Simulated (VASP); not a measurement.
A run of VASP 6.6.1 is set up as follows.

File INCAR:

```
PREC = Accurate
ENCUT = 520
EDIFF = 1E-7
ISMEAR = 0
SIGMA = 0.024
LREAL = F
LASPH = T
NELM = 60
ALGO = Normal
ISIF = 2
LWAVE = F
LCHARG = F
GGA = PE
NBANDS = 21
```

KPOINTS

```
Automatic mesh
0
Gamma
  11 11 6
```

File POSCAR:

```
Ru
1.0
    2.7058000000      0.0000000000      0.0000000000
   -1.3529000000      2.3432915376      0.0000000000
    0.0000000000      0.0000000000      4.2819000000
Ru
2
Direct
    0.6666666667      0.3333333333      0.7500000000
    0.3333333333      0.6666666667      0.2500000000
```

Potentials or basis: VASP PAW PBE potentials, release 64 (Ru_pv).

Run with:

```console
$ cat potpaw_PBE.64/Ru_pv/POTCAR > POTCAR
$ mpirun -np 1 vasp_std > vasp.out
```

Question: Predict the pressure.

Answer: 4.4 GPa.

Question: Predict the band gap on the k mesh.

Answer: Zero (bands 14 and 15 overlap by 3.07 eV).

Stress tensor (GPa, compression positive):
```
4.48 0.00 0.00
0.00 4.48 0.00
0.00 0.00 4.34
```

Caveat: the cell stands under pressure.
